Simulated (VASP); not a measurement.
# RbYSi2 (P4/mmm) in VASP: notebook, part 2 of 2

VASP 6.6.1. The steps go on from the part before.

## Step 3: Relaxation of cell and atoms, PBE

This run uses another cell than the first one, of 28.40 Å³/atom, 0.990 times its volume.

Contents of INCAR:

```
SYSTEM = RbYSi2
ALGO     = Normal         ! electronic algorithm
EDIFF    = 1E-6           ! SCF threshold, eV
EDIFFG   = -0.01          ! ionic threshold
ENCUT    = 600            ! plane-wave cutoff, eV
GGA      = PE             ! functional
IBRION   = 2              ! ionic algorithm
ISIF     = 3              ! what is computed and relaxed
ISMEAR   = 0              ! smearing method
LASPH    = .True.         ! aspherical terms in the spheres
LCHARG   = .False.        ! write CHGCAR
LREAL    = .False.        ! projectors in reciprocal space
LWAVE    = .False.        ! write WAVECAR
NELM     = 100            ! most SCF steps
NSW      = 100            ! ionic steps
PREC     = Accurate       ! precision mode
SIGMA    = 0.1            ! smearing width, eV
```

Contents of KPOINTS:

```
k-points
0
Gamma
  12 12 6
  0 0 0
```

Contents of POSCAR:

```
RbYSi2
1.0
    3.8724682269      0.0000000000      0.0000000000
    0.0000000000      3.8724682269      0.0000000000
    0.0000000000      0.0000000000      7.5757884307
Rb Y Si
1 1 2
Direct
    0.0000000000      0.0000000000      0.5000000000
    0.0000000000      0.0000000000      0.0000000000
    0.5000000000      0.5000000000      0.8452051256
    0.5000000000      0.5000000000      0.1547948744
```

Potentials or basis: VASP PAW PBE potentials, release 64 (Rb_sv, Y_sv, Si).

Command:

```bash
cat potpaw_PBE.64/Rb_sv/POTCAR potpaw_PBE.64/Y_sv/POTCAR potpaw_PBE.64/Si/POTCAR > POTCAR
mpirun -np 1 vasp_std > vasp.out
```

OUTCAR:

```text
SYSTEM = RbYSi2
   EDIFF = 1E-6
   EDIFFG = -0.01
   ENCUT = 600
   GGA = PE
   IBRION = 2
   ISIF = 3
   ISMEAR = 0
   LASPH = .True.
   LREAL = .False.
   NELM = 100
   NSW = 100
   PREC = Accurate

 ion  position               nearest neighbor table
   1  0.000  0.000  0.500-   3 3.79   4 3.79   3 3.79   4 3.79   3 3.79   4 3.79   3 3.79   4 3.79
                             2 3.79   2 3.79
   2  0.000  0.000  0.000-   3 2.98   4 2.98   3 2.98   4 2.98   3 2.98   4 2.98   3 2.98   4 2.98
                             1 3.79   1 3.79
   3  0.500  0.500  0.845-   4 2.35   2 2.98   2 2.98   2 2.98   2 2.98   1 3.79   1 3.79   1 3.79
                             1 3.79
   4  0.500  0.500  0.155-   3 2.35   2 2.98   2 2.98   2 2.98   2 2.98   1 3.79   1 3.79   1 3.79
                             1 3.79

  LATTYP: Found a simple tetragonal cell.
 ALAT       =     3.8724682269
 C/A-ratio  =     1.9563203587

  Lattice vectors:

 A1 = (   3.8724682269,   0.0000000000,   0.0000000000)
 A2 = (   0.0000000000,   3.8724682269,   0.0000000000)
 A3 = (   0.0000000000,   0.0000000000,   7.5757884307)

Analysis of symmetry for initial positions (statically):
=====================================================================
 Subroutine PRICEL returns:
 Original cell was already a primitive cell.

[... 179 lines left out ...]
  FORCE on cell =-STRESS in cart. coord.  units (eV):
  Direction    XX          YY          ZZ          XY          YZ          ZX
  --------------------------------------------------------------------------------------
  -------------------------------------------------------------------------------------
  Total        0.3242731      0.3242731     -0.1091478      0.0000000      0.0000000      0.0000000
  in kB        4.5731759      4.5731759     -1.5392955      0.0000000      0.0000000      0.0000000
  external PRESSURE =       2.5356855 kB  Pullay stress =       0.0000000 kB
[... 291 lines left out ...]
--------------------------------------- Ionic step        9  -------------------------------------------

 number of electron      27.9999999 magnetization

 Free energy of the ion-electron system (eV)
  ---------------------------------------------------
  ext. energy  EPLUGINS =         0.00000000
  ---------------------------------------------------
  free energy    TOTEN  =       -19.28588340 eV

  energy without entropy =      -19.28143718  energy(sigma->0) =      -19.28366029

 E-fermi :   3.2576     XC(G=0):  -8.7656

 val. band max:        3.2522489153   @ k =   0.2500   0.0000   0.0000
 cond. band min:       3.2703657800   @ k =   0.5000   0.2500   0.3333
 fundamental gap:      0.0181168647
 Fermi energy:         3.2575796575

 k-point     1 :       0.0000    0.0000    0.0000
  band No.  band energies     occupation
      1     -39.0749      2.00000
      2     -24.6157      2.00000
      3     -19.2723      2.00000
      4     -18.9653      2.00000
      5     -18.9653      2.00000
      6      -8.7833      2.00000
[... 481 lines left out ...]
      5     -19.0691      2.00000
      6      -8.9436      2.00000
[... 10 lines left out ...]
     17       6.7211      0.00000
     18       7.1898      0.00000

 [... further k-points ...]
[... 5 lines left out ...]
  --------------------------------------------------------------------------------------
  -------------------------------------------------------------------------------------
  Total       -0.0149687     -0.0149687     -0.0212852      0.0000000      0.0000000     -0.0000000
  in kB       -0.2087570     -0.2087570     -0.2968482      0.0000000      0.0000000     -0.0000000
  external PRESSURE =      -0.2381208 kB  Pullay stress =       0.0000000 kB
[... 19 lines left out ...]
  FREE ENERGIE OF THE ION-ELECTRON SYSTEM (eV)
  ---------------------------------------------------
  free  energy   TOTEN  =       -19.2858833984 eV

  energy  without entropy=      -19.2814371801  energy(sigma->0) =      -19.28366029

 reached required accuracy - stopping structural energy minimisation
```

CONTCAR:

```text
RbYSi2
   1.00000000000000
     3.8876370791537025    0.0000000000000000    0.0000000000000000
     0.0000000000000000    3.8876370791537025    0.0000000000000000
     0.0000000000000000    0.0000000000000000    7.6011948610505096
  Rb              Y               Si
     1     1     2
Direct
     0.0000000000000000    0.0000000000000000    0.5000000000000000
     0.0000000000000000    0.0000000000000000    0.0000000000000000
     0.5000000000000000    0.5000000000000000    0.8465981342305549
     0.5000000000000000    0.5000000000000000    0.1534018657694451

  0.00000000E+00  0.00000000E+00  0.00000000E+00
  0.00000000E+00  0.00000000E+00  0.00000000E+00
  0.00000000E+00  0.00000000E+00  0.00000000E+00
  0.00000000E+00  0.00000000E+00  0.00000000E+00
```

It took 12 min on 1 thread of Intel Xeon Platinum 8488C (Sapphire Rapids), shared host; peak memory 0.51 GiB.

What came out:

| Quantity | Value |
| --- | --- |
| Free energy | -19.2859 eV |
| Relaxed volume | 28.72 Å³/atom |
| Relaxed cell | a = 3.888 Å, b = 3.888 Å, c = 7.601 Å, α = 90.00°, β = 90.00°, γ = 90.00° |
| Space group after relaxing (to 0.05 Å) | P4/mmm (No. 123) |
| Energy gained by relaxing | 0.6 meV/atom |
| Ionic steps | 9 |
| Pressure after relaxing | 0.0 GPa |
| Band gap on the k mesh | zero (band 14 reaches 3.94 eV, above the bottom of band 15 at 1.96 eV) |

Forces in eV/Å, atoms in the order of the input:
```
Rb   0.000  0.000  0.000
Y    0.000  0.000  0.000
Si   0.000  0.000  0.003
Si   0.000  0.000 -0.003
```

Step by step:
```csv
step,energy change (eV),largest force (eV/Å),pressure (GPa),volume (Å³)
1,0.0000,0.1150,0.25,113.61
2,-0.0019,0.0071,0.08,114.35
3,-0.0019,0.0114,0.07,114.32
4,-0.0019,0.0136,0.07,114.30
5,-0.0021,0.0248,-0.01,114.56
6,-0.0021,0.0291,-0.02,114.65
7,-0.0021,0.0372,-0.08,114.84
8,-0.0022,0.0142,-0.04,114.87
9,-0.0022,0.0026,-0.02,114.88
```

Final structure:
```
Rb Y Si
1.0
     3.88764    0.00000    0.00000
     0.00000    3.88764    0.00000
     0.00000    0.00000    7.60119
Rb Y Si
1 1 2
Direct
  0.00000 0.00000 0.50000
  0.00000 0.00000 0.00000
  0.50000 0.50000 0.84660
  0.50000 0.50000 0.15340
```

Levels at points of the mesh, in eV from the Fermi level:
| k point | band 12 | band 13 | band 14 | band 15 | band 16 | band 17 |
| --- | --- | --- | --- | --- | --- | --- |
| (0.00, 0.00, 0.00) | -0.12 | 0.46 | 0.46 | 0.81 | 0.81 | 1.46 |
| (0.50, 0.00, 0.00) | -1.30 | -1.22 | -0.56 | 0.60 | 2.35 | 2.55 |
| (0.50, 0.50, 0.00) | -2.04 | -1.75 | -1.75 | -1.30 | 0.95 | 4.20 |
| (0.00, 0.00, 0.50) | -0.10 | 0.41 | 0.41 | 0.69 | 0.92 | 0.92 |
| (0.50, 0.00, 0.50) | -1.36 | -1.21 | -1.18 | 1.40 | 1.88 | 2.64 |
| (0.50, 0.50, 0.50) | -2.15 | -1.57 | -1.57 | -0.56 | 1.74 | 2.11 |
